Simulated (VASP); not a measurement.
Set up this calculation in VASP 6.6.1, as the native input.

```
Task                   : single point
Functional             : PBE
Potentials or basis    : VASP PAW PBE potentials, release 64 (Li_sv, Ta_pv, O)
Cutoff                 : 520 eV
k mesh                 : 6 × 6 × 4
Occupations            : gaussian, width 0.1 eV
Spin                   : no spin polarisation
Dipole correction      : no
Further INCAR settings : ALGO = Normal; EDIFF = 1e-07; NBANDS = 22
```

The structure of Li2TaO2 lies in POSCAR:

```
Li2TaO2
1.0
    3.5921862400      0.0000000000      0.0000000000
    0.0000000000      3.5921862400      0.0000000000
    0.0000000000      0.0000000000      4.8726948700
Li Ta O
2 1 2
Direct
    0.0000000000      0.5000000000      0.5000000000
    0.5000000000      0.0000000000      0.5000000000
    0.0000000000      0.0000000000      0.0000000000
    0.5000000000      0.5000000000      0.2399999900
    0.5000000000      0.5000000000      0.7600000100
```

One way to write it, as run:

INCAR

```
PREC     = Accurate       # precision mode
ENCUT    = 520            # plane-wave cutoff, eV
EDIFF    = 1E-7           # SCF threshold, eV
ISMEAR   = 0              # smearing method
SIGMA    = 0.1            # smearing width, eV
LREAL    = False          # projectors in reciprocal space
LASPH    = True           # aspherical terms in the spheres
NELM     = 60             # most SCF steps
ALGO     = Normal         # electronic algorithm
ISIF     = 2              # what is computed and relaxed
LWAVE    = False          # write WAVECAR
LCHARG   = False          # write CHGCAR
GGA      = PE             # functional
NBANDS   = 22             # bands
```

KPOINTS

```
regular mesh
0
Gamma
  6 6 4
```

Potentials or basis: VASP PAW PBE potentials, release 64 (Li_sv, Ta_pv, O).

Run with:

```bash
$ cat potpaw_PBE.64/Li_sv/POTCAR potpaw_PBE.64/Ta_pv/POTCAR potpaw_PBE.64/O/POTCAR > POTCAR
$ mpirun -np 1 vasp_std > vasp.out
```

Results of the run:

```yaml
Largest_force: 0.260 eV/Å
```

Caveat: an odd number of electrons without spin polarisation forces a metal; a magnetic or distorted state may lie lower.

It took 21 s on 1 thread of Intel(R) Xeon(R) 6975P-C (Granite Rapids), with other jobs on the host, peak memory 0.19 GiB.
